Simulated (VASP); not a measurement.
# CoO (I4/mmm) in VASP: further runs, part 2 of 2

VASP 6.6.1. Earlier steps stand in the parts before.

## (4) Single point, PBE, collinear spin, ferromagnetic start

This run uses another cell than the first one, of 9.58 Å³/atom.

The input, INCAR:

```
SYSTEM = CoO
PREC = Accurate ; ENCUT = 600
EDIFF = 1E-6 ; ISMEAR = -1
SIGMA = 0.05 ; LREAL = .False.
LASPH = .True. ; NELM = 200
ALGO = Normal ; ISIF = 2
LWAVE = .False. ; LCHARG = .False.
ISPIN = 2 ; MAGMOM = 0.5 0
LORBIT = 11 ; NUPDOWN = 0.5
LMAXMIX = 4 ; GGA = PE
NBANDS = 22 ; GGA_COMPAT = .False.
```

The input, KPOINTS:

```
regular mesh
0
Gamma
  10 10 10
  0 0 0
```

The input, POSCAR:

```
CoO
1.0
   -1.5080004400      1.5080004400      2.1072503600
    1.5080004400     -1.5080004400      2.1072503600
    1.5080004400      1.5080004400     -2.1072503600
Co O
1 1
Direct
    0.0000000000      0.0000000000      0.0000000000
    0.5000000000      0.5000000000      0.0000000000
```

Potentials or basis: VASP PAW PBE potentials, release 64 (Co_sv, O).

Command:

```
> cat potpaw_PBE.64/Co_sv/POTCAR potpaw_PBE.64/O/POTCAR > POTCAR
> mpirun -np 1 vasp_std > vasp.out
```

OUTCAR:

```text
SYSTEM = CoO
   PREC = Accurate
   ENCUT = 600
   EDIFF = 1E-6
   ISMEAR = -1
   LREAL = .False.
   LASPH = .True.
   NELM = 200
   ISIF = 2
   ISPIN = 2
   LORBIT = 11
   NUPDOWN = 0.5
   GGA = PE

 ion  position               nearest neighbor table
   1  0.000  0.000  0.000-   2 2.11   2 2.11   2 2.13   2 2.13   2 2.13   2 2.13
   2  0.500  0.500  0.000-   1 2.11   1 2.11   1 2.13   1 2.13   1 2.13   1 2.13

  LATTYP: Found a body centered tetragonal cell.
 ALAT       =     3.0160008800
 C/A-ratio  =     1.3973804676

  Lattice vectors:
[... 1415 lines left out ...]
  external PRESSURE =    -193.0983470 kB  Pullay stress =       0.0000000 kB

 VOLUME and BASIS-vectors are now :
 -----------------------------------------------------------------------------
  energy-cutoff  :      600.00
  volume of cell :       19.17
      direct lattice vectors                 reciprocal lattice vectors
    -1.508000440  1.508000440  2.107250360     0.000000000  0.331564890  0.237276030
     1.508000440 -1.508000440  2.107250360     0.331564890  0.000000000  0.237276030
     1.508000440  1.508000440 -2.107250360     0.331564890  0.331564890  0.000000000

 POSITION                                       TOTAL-FORCE (eV/Angst)
 -----------------------------------------------------------------------------------
      0.00000      0.00000      0.00000        -0.000000      0.000000      0.000000
      0.00000      0.00000      2.10725         0.000000     -0.000000      0.000000
 -----------------------------------------------------------------------------------
    total drift:                               -0.000000      0.000000     -0.000000

  FREE ENERGIE OF THE ION-ELECTRON SYSTEM (eV)
  ---------------------------------------------------
  free  energy   TOTEN  =       -12.7187874081 eV

  energy  without entropy=      -12.6931765912  energy(sigma->0) =      -12.70598200

 total charge

# of ion       s       p       d       tot
------------------------------------------
    1        2.130   6.048   6.795  14.973
    2        1.555   3.369   0.000   4.923
--------------------------------------------------
tot          3.685   9.417   6.795  19.896

 magnetization (x)

# of ion       s       p       d       tot
------------------------------------------
    1        0.005   0.002   0.494   0.502
    2        0.012  -0.038   0.000  -0.025
--------------------------------------------------
tot          0.017  -0.036   0.494   0.476
```

OSZICAR:

```text
N       E                     dE             d eps       ncg     rms          rms(c)
DAV:   1     0.245135496499E+03    0.24514E+03   -0.13505E+04 11814   0.261E+03
DAV:   2    -0.456698447447E+01   -0.24970E+03   -0.23834E+03 13376   0.667E+02
DAV:   3    -0.148098000087E+02   -0.10243E+02   -0.10150E+02 12676   0.113E+02
DAV:   4    -0.149112159615E+02   -0.10142E+00   -0.10137E+00 10462   0.982E+00
DAV:   5    -0.149149887587E+02   -0.37728E-02   -0.37727E-02 12904   0.204E+00    0.138E+01
DAV:   6    -0.149070599754E+02    0.79288E-02   -0.18036E+01 13724   0.789E+01    0.221E+01
DAV:   7    -0.127581058369E+02    0.21490E+01   -0.10741E+01 11736   0.621E+01    0.539E+00
DAV:   8    -0.127025570719E+02    0.55549E-01   -0.45141E-01 13468   0.733E+00    0.241E+00
DAV:   9    -0.127181802331E+02   -0.15623E-01   -0.33138E-02 11998   0.223E+00    0.100E+00
DAV:  10    -0.127187033943E+02   -0.52316E-03   -0.47662E-03 13720   0.138E+00    0.187E-01
DAV:  11    -0.127187906440E+02   -0.87250E-04   -0.85354E-04 15190   0.371E-01    0.883E-02
DAV:  12    -0.127187815960E+02    0.90479E-05   -0.87630E-05 12322   0.130E-01    0.405E-02
DAV:  13    -0.127187861954E+02   -0.45994E-05   -0.15927E-05 12692   0.577E-02    0.130E-02
DAV:  14    -0.127187873368E+02   -0.11414E-05   -0.17334E-06  6788   0.216E-02    0.441E-03
DAV:  15    -0.127187874081E+02   -0.71279E-07   -0.86991E-07  7818   0.872E-03
   1 F= -.12718787E+02 E0= -.12705982E+02  d E =-.256108E-01  mag=     0.5000
```

stdout:

```text
POSCAR found type information on POSCAR CoO
 POSCAR found :  2 types and       2 ions
 scaLAPACK will be used
 LDA part: xc-table for (Slater+PW92), standard interpolation
 POSCAR, INCAR and KPOINTS ok, starting setup
 FFT: planning ... GRIDC
 FFT: planning ... GRID_SOFT
 FFT: planning ... GRID
 WAVECAR not read
 entering main loop
```

Run time: 34 s. Hardware: 1 thread of Intel Xeon 6975P-C (Granite Rapids), shared host; peak memory 0.2 GiB.

What came out:

```yaml
Free_energy: -12.7188 eV
Pressure: -19.3 GPa
Net_moment: 0.50 μB per cell
Site_moments: Co +0.50; O -0.03 μB
Valence_electrons_inside_the_program's_atomic_spheres: Co 14.97; O 4.92
```

Caveat: the cell stands under tension; the total moment is fixed, so each spin has its own Fermi level; a cell with one magnetic atom can't hold antiferromagnetic order, which such compounds often take.

## (5) Single point, PBE, collinear spin, ferromagnetic start (9.01 Å³/atom)

This run uses another cell than the first one, of 9.01 Å³/atom.

The input, INCAR:

```
PREC = Accurate
ENCUT = 520
EDIFF = 1E-6
ISMEAR = -1
SIGMA = 0.05
LREAL = F
LASPH = T
NELM = 150
ALGO = Normal
ISIF = 2
LWAVE = F
LCHARG = F
ISPIN = 2
MAGMOM = 3 0
LORBIT = 11
LMAXMIX = 4
GGA = PE
NBANDS = 18
```

The input, KPOINTS:

```
regular mesh
0
Gamma
  12 12 12
```

The input, POSCAR:

```
CoO
1.0
   -1.4772162830      1.4772162830      2.0642331802
    1.4772162830     -1.4772162830      2.0642331802
    1.4772162830      1.4772162830     -2.0642331802
Co O
1 1
Direct
    0.0000000000      0.0000000000      0.0000000000
    0.5000000000      0.5000000000      0.0000000000
```

Potentials or basis: VASP PAW PBE potentials, release 64 (Co, O).

Command:

```
> cat potpaw_PBE.64/Co/POTCAR potpaw_PBE.64/O/POTCAR > POTCAR
> mpirun -np 1 vasp_std > vasp.out
```

Wall time 2 min (1 thread of Intel Xeon 8259CL, shared host); peak memory 0.22 GiB.

It converged, with:

| Property | Result |
| --- | --- |
| Free energy | -13.0299 eV |
| Pressure | 9.8 GPa |
| Net moment | 2.59 μB per cell |
| Site moments | Co +2.33; O +0.22 μB |
| Valence electrons inside the program's atomic spheres | Co 7.94; O 5.01 |

Stress tensor (GPa, compression positive):
```
 9.47  0.00  0.00
 0.00  9.47  0.00
 0.00  0.00 10.35
```

Levels at points of the mesh, in eV from the Fermi level:
Spin up:
```
           k point  band 7  band 8  band 9  band 10  band 11  band 12
(0.00, 0.00, 0.00)   -3.05   -3.05   -2.93     1.40    17.07    18.72
(0.50, 0.00, 0.00)   -1.60    0.33    0.41     5.23    10.02    13.79
(0.50, 0.50, 0.00)   -2.12   -1.85   -1.80     6.40    10.21    12.11
(0.50, 0.50, 0.50)   -2.12   -1.86   -1.86     6.40    10.36    11.98
```
Spin down:
```csv
k point,band 4,band 5,band 6,band 7,band 8,band 9
"(0.00, 0.00, 0.00)",-3.01,-1.29,-1.29,-1.24,-0.08,-0.05
"(0.50, 0.00, 0.00)",-5.21,-0.20,-0.16,0.15,2.78,2.84
"(0.50, 0.50, 0.00)",-4.28,-2.54,0.09,0.13,0.45,1.07
"(0.50, 0.50, 0.50)",-4.37,-2.55,0.12,0.12,0.51,1.04
```

Caveat: the cell stands under pressure; a cell with one magnetic atom can't hold antiferromagnetic order, which such compounds often take; semilocal functionals often make such compounds metallic where correlation or magnetic order opens a gap, which also shifts bond lengths. With open d or f shells a metallic result of PBE can be an artefact of self-interaction; +U or a hybrid may open a gap.

## (6) Single point, PBE, collinear spin, ferromagnetic start (9.20 Å³/atom)

This run uses another cell than the first one, of 9.20 Å³/atom.

The input, INCAR:

```
ALGO = Normal
EDIFF = 1E-6
ENCUT = 520
GGA = PE
ISIF = 2
ISMEAR = -1
ISPIN = 2
LASPH = T
LCHARG = F
LMAXMIX = 4
LORBIT = 11
LREAL = F
LWAVE = F
MAGMOM = 3 0
NBANDS = 18
NELM = 150
PREC = Accurate
SIGMA = 0.05
```

The input, KPOINTS:

```
k-points
0
Gamma
  12 12 12
```

The input, POSCAR:

```
CoO
1.0
   -1.4876195573      1.4876195573      2.0787705126
    1.4876195573     -1.4876195573      2.0787705126
    1.4876195573      1.4876195573     -2.0787705126
Co O
1 1
Direct
    0.0000000000      0.0000000000      0.0000000000
    0.5000000000      0.5000000000      0.0000000000
```

Potentials or basis: VASP PAW PBE potentials, release 64 (Co, O).

Command:

```
> cat potpaw_PBE.64/Co/POTCAR potpaw_PBE.64/O/POTCAR > POTCAR
> mpirun -np 1 vasp_std > vasp.out
```

OUTCAR:

```text
EDIFF = 1E-6
   ENCUT = 520
   GGA = PE
   ISIF = 2
   ISMEAR = -1
   ISPIN = 2
   LASPH = T
   LORBIT = 11
   LREAL = F
   NELM = 150
   PREC = Accurate

 ion  position               nearest neighbor table
   1  0.000  0.000  0.000-   2 2.08   2 2.08   2 2.10   2 2.10   2 2.10   2 2.10
   2  0.500  0.500  0.000-   1 2.08   1 2.08   1 2.10   1 2.10   1 2.10   1 2.10

  LATTYP: Found a body centered tetragonal cell.
 ALAT       =     2.9752391146
 C/A-ratio  =     1.3973804676

  Lattice vectors:

 A1 = (  -1.4876195573,   1.4876195573,   2.0787705126)
 A2 = (   1.4876195573,  -1.4876195573,   2.0787705126)
 A3 = (   1.4876195573,   1.4876195573,  -2.0787705126)

Analysis of symmetry for initial positions (statically):
=====================================================================
 Subroutine PRICEL returns:
 Original cell was already a primitive cell.

 Routine SETGRP: Setting up the symmetry group for a
 body centered tetragonal supercell.

 Subroutine GETGRP returns: Found 16 space group operations
 (whereof 16 operations were pure point group operations)
 out of a pool of 16 trial point group operations.

The static configuration has the point symmetry D_4h.

Analysis of symmetry for dynamics (positions and initial velocities):
=====================================================================
 Subroutine PRICEL returns:
 Original cell was already a primitive cell.

 Routine SETGRP: Setting up the symmetry group for a
 body centered tetragonal supercell.

 Subroutine GETGRP returns: Found 16 space group operations
 (whereof 16 operations were pure point group operations)
 out of a pool of 16 trial point group operations.

The dynamic configuration has the point symmetry D_4h.

Analysis of structural, dynamic, and magnetic symmetry:
=====================================================================
 Subroutine PRICEL returns:
 Original cell was already a primitive cell.

 Routine SETGRP: Setting up the symmetry group for a
 body centered tetragonal supercell.
[... 147 lines left out ...]
  ext. energy  EPLUGINS =         0.00000000
  ---------------------------------------------------
  free energy    TOTEN  =       -13.04917508 eV

  energy without entropy =      -13.01288549  energy(sigma->0) =      -13.03103028

 E-fermi :   8.6140     XC(G=0): -12.6918

 val. band max:        8.6109453235   @ k =  -0.2500   0.5000   0.2500
 cond. band min:       8.6143672608   @ k =  -0.3333  -0.3333   0.1667
 fundamental gap:      0.0034219372
 Fermi energy:         8.6140072016

 spin component 1

 k-point     1 :       0.0000    0.0000    0.0000
  band No.  band energies     occupation
      1     -12.0509      1.00000
      2       5.2419      1.00000
      3       5.2783      1.00000
      4       5.2783      1.00000
      5       5.4053      1.00000
      6       5.4075      1.00000
[... 493 lines left out ...]
     17      36.5978      0.00000
     18      38.1046      0.00000

 [... further k-points ...]

 spin component 2

 k-point     1 :       0.0000    0.0000    0.0000
  band No.  band energies     occupation
      1     -11.6191      1.00000
      2       5.7095      1.00000
      3       5.7689      1.00000
      4       5.7689      1.00000
      5       7.3835      1.00000
      6       7.3836      1.00000
[... 493 lines left out ...]
     17      37.0199      0.00000
     18      38.5635      0.00000

 [... further k-points ...]

------------------------ aborting loop because EDIFF is reached ----------------------------------------

  FORCE on cell =-STRESS in cart. coord.  units (eV):
  Direction    XX          YY          ZZ          XY          YZ          ZX
  --------------------------------------------------------------------------------------
  -------------------------------------------------------------------------------------
  Total        0.6938992      0.6938992      0.7477421      0.0000000     -0.0000000      0.0000000
  in kB       60.4166577     60.4166577     65.1046687      0.0000000     -0.0000000      0.0000000
  external PRESSURE =      61.9793280 kB  Pullay stress =       0.0000000 kB

 VOLUME and BASIS-vectors are now :
 -----------------------------------------------------------------------------
  energy-cutoff  :      520.00
  volume of cell :       18.40
      direct lattice vectors                 reciprocal lattice vectors
    -1.487619557  1.487619557  2.078770513     0.000000000  0.336107439  0.240526791
     1.487619557 -1.487619557  2.078770513     0.336107439  0.000000000  0.240526791
     1.487619557  1.487619557 -2.078770513     0.336107439  0.336107439  0.000000000

 POSITION                                       TOTAL-FORCE (eV/Angst)
 -----------------------------------------------------------------------------------
      0.00000      0.00000      0.00000         0.000000     -0.000000      0.000000
      0.00000      0.00000      2.07877        -0.000000      0.000000     -0.000000
 -----------------------------------------------------------------------------------
    total drift:                               -0.000000      0.000000     -0.000000

  FREE ENERGIE OF THE ION-ELECTRON SYSTEM (eV)
  ---------------------------------------------------
  free  energy   TOTEN  =       -13.0491750817 eV

  energy  without entropy=      -13.0128854871  energy(sigma->0) =      -13.03103028

 total charge

# of ion       s       p       d       tot
------------------------------------------
    1        0.307   0.388   7.194   7.889
    2        1.557   3.441   0.000   4.999
--------------------------------------------------
tot          1.864   3.830   7.194  12.887

 magnetization (x)

# of ion       s       p       d       tot
------------------------------------------
    1        0.021   0.019   2.379   2.419
    2        0.029   0.222   0.000   0.252
--------------------------------------------------
tot          0.051   0.241   2.379   2.671
```

OSZICAR:

```text
N       E                     dE             d eps       ncg     rms          rms(c)
DAV:   1     0.778819982844E+02    0.77882E+02   -0.70616E+03 12234   0.102E+03
DAV:   2    -0.108929154774E+02   -0.88775E+02   -0.76306E+02 12430   0.223E+02
DAV:   3    -0.156402183060E+02   -0.47473E+01   -0.46460E+01 13906   0.552E+01
DAV:   4    -0.156874781753E+02   -0.47260E-01   -0.47224E-01 14252   0.523E+00
DAV:   5    -0.156885263413E+02   -0.10482E-02   -0.10480E-02 14554   0.779E-01    0.157E+01
DAV:   6    -0.142902436590E+02    0.13983E+01   -0.16029E+01 15132   0.599E+01    0.189E+01
DAV:   7    -0.131265671922E+02    0.11637E+01   -0.62707E+00 14660   0.461E+01    0.763E+00
DAV:   8    -0.130636535857E+02    0.62914E-01   -0.31749E-01 16382   0.766E+00    0.441E+00
DAV:   9    -0.130495961588E+02    0.14057E-01   -0.10951E-01 17184   0.591E+00    0.159E+00
DAV:  10    -0.130501330102E+02   -0.53685E-03   -0.17005E-02 15186   0.161E+00    0.817E-01
DAV:  11    -0.130492216260E+02    0.91138E-03   -0.16908E-02 16368   0.206E+00    0.234E-01
DAV:  12    -0.130495256927E+02   -0.30407E-03   -0.19560E-03 14318   0.408E-01    0.195E-01
DAV:  13    -0.130495601705E+02   -0.34478E-04   -0.20121E-04 16198   0.220E-01    0.225E-01
DAV:  14    -0.130493917370E+02    0.16843E-03   -0.86623E-05 14896   0.231E-01    0.155E-01
DAV:  15    -0.130491748157E+02    0.21692E-03   -0.40296E-04 16000   0.372E-01    0.390E-02
DAV:  16    -0.130491751236E+02   -0.30795E-06   -0.47706E-05 15754   0.879E-02    0.274E-02
DAV:  17    -0.130491750817E+02    0.41921E-07   -0.37495E-06 14020   0.364E-02
   1 F= -.13049175E+02 E0= -.13031030E+02  d E =-.362896E-01  mag=     2.7159
```

It took 3.4 min on 1 thread of Intel Xeon 8259CL, shared host; peak memory 0.22 GiB.

Results:

| Property | Result |
| --- | --- |
| Free energy | -13.0492 eV |
| Pressure | 6.2 GPa |
| Net moment | 2.72 μB per cell |
| Site moments | Co +2.42; O +0.25 μB |
| Valence electrons inside the program's atomic spheres | Co 7.89; O 5.00 |

Levels at points of the mesh, in eV from the Fermi level:
Spin up:
| k point | band 5 | band 6 | band 7 | band 8 | band 9 | band 10 | band 11 | band 12 | band 13 | band 14 |
| --- | --- | --- | --- | --- | --- | --- | --- | --- | --- | --- |
| (0.00, 0.00, 0.00) | -3.21 | -3.21 | -3.08 | -3.08 | -2.96 | 1.27 | 17.01 | 18.53 | 18.53 | 18.57 |
| (0.50, 0.00, 0.00) | -2.25 | -2.22 | -1.67 | 0.24 | 0.32 | 5.18 | 9.81 | 13.64 | 13.93 | 21.15 |
| (0.50, 0.50, 0.00) | -4.02 | -2.83 | -2.23 | -1.94 | -1.89 | 6.23 | 10.08 | 11.99 | 16.28 | 16.48 |
| (0.50, 0.50, 0.50) | -3.96 | -2.80 | -2.23 | -1.95 | -1.95 | 6.23 | 10.23 | 11.85 | 16.23 | 16.23 |
Spin down:
| k point | band 3 | band 4 | band 5 | band 6 | band 7 | band 8 | band 9 | band 10 |
| --- | --- | --- | --- | --- | --- | --- | --- | --- |
| (0.00, 0.00, 0.00) | -2.85 | -2.85 | -1.23 | -1.23 | -1.18 | -0.04 | 0.00 | 1.77 |
| (0.50, 0.00, 0.00) | -5.05 | -5.01 | -0.18 | -0.14 | 0.16 | 2.76 | 2.81 | 5.44 |
| (0.50, 0.50, 0.00) | -4.21 | -4.10 | -2.44 | 0.10 | 0.14 | 0.47 | 1.05 | 7.05 |
| (0.50, 0.50, 0.50) | -4.19 | -4.19 | -2.44 | 0.13 | 0.13 | 0.54 | 1.02 | 7.04 |

Caveat: the cell stands under pressure; a cell with one magnetic atom can't hold antiferromagnetic order, which such compounds often take; semilocal functionals often make such compounds metallic where correlation or magnetic order opens a gap, which also shifts bond lengths. With open d or f shells a metallic result of PBE can be an artefact of self-interaction; +U or a hybrid may open a gap.

## (7) Overview

| potentials or basis | fixed moment (μB) | cell | k mesh | cutoff (eV) | gap on the mesh (eV) | pressure (GPa) | moment (μB) |
| --- | --- | --- | --- | --- | --- | --- | --- |
| VASP PAW PBE potentials, release 64 (Co, O) | - | a = 3.038 Å, angles 119.6, 119.6, 90.7°, 2 atoms | 12 × 12 × 12 | 520 | none | -6.7 | 2.96 |
| VASP PAW PBE potentials, release 64 (Co, O) | - | a = 3.057 Å, angles 119.6, 119.6, 90.7°, 2 atoms | 12 × 12 × 12 | 520 | none | -9.5 | 2.98 |
| VASP PAW PBE potentials, release 64 (Co_sv, O) | 0.5 | a = 2.998 Å, angles 119.6, 119.6, 90.7°, 2 atoms | 10 × 10 × 10 | 600 | - | -19.3 | 0.50 |
| VASP PAW PBE potentials, release 64 (Co, O) | - | a = 2.937 Å, angles 119.6, 119.6, 90.7°, 2 atoms | 12 × 12 × 12 | 520 | none | 9.8 | 2.59 |
| VASP PAW PBE potentials, release 64 (Co, O) | - | a = 2.958 Å, angles 119.6, 119.6, 90.7°, 2 atoms | 12 × 12 × 12 | 520 | none | 6.2 | 2.72 |

Alike in all rows: task single point; level PBE; spin collinear, ferromagnetic start; smearing fermi-dirac 0.05 eV.

Caveats: a cell with one magnetic atom can't hold antiferromagnetic order, which such compounds often take; semilocal functionals often make such compounds metallic where correlation or magnetic order opens a gap, which also shifts bond lengths (at least some runs); the cell stands under tension (at least some runs); the cell stands under pressure (at least some runs); the total moment is fixed, so each spin has its own Fermi level (at least some runs).

Absolute energies hang on the potentials; compare differences alone.
